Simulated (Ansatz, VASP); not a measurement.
## CaF2 in VASP and in Ansatz

```
Ca F
1.0
     0.00000    2.66277    2.66277
     2.66277    0.00000    2.66277
     2.66277    2.66277    0.00000
Ca F
1 2
Direct
  0.00000 0.00000 0.00000
  0.25000 0.25000 0.25000
  0.75000 0.75000 0.75000
```

Alike in both runs: functional LDA; k mesh 6 × 6 × 6; occupations gaussian, width 0.02 eV; no spin polarisation.

Ansatz relaxed the structure, and its values are those at the end. VASP's run is a single point on that final structure, the one shown.

|  | VASP | Ansatz |
| --- | --- | --- |
| version | VASP 6.6.1 | Ansatz 0.2.0 |
| potentials or method | VASP PAW LDA potentials, release 64 (Ca_sv, F), cutoff 600 eV | scalar-relativistic, plane waves, PAW |
| valence electrons in the cell | 24 | 24 |

Ansatz gave:

- gap on the k mesh at the Fermi level (eV): 7.38
- least direct gap on the mesh (eV): 7.65
- pressure (GPa): 0.0

Q: Which values does VASP return?

A: gap on the k mesh at the Fermi level (eV): 7.36; least direct gap on the mesh (eV): 7.63; pressure (GPa): 0.5.

Ansatz warns that its potentials were made for another functional, while VASP's fit it. LDA's correlation is that of Perdew and Zunger in VASP and of Perdew and Wang (1992) in Ansatz.
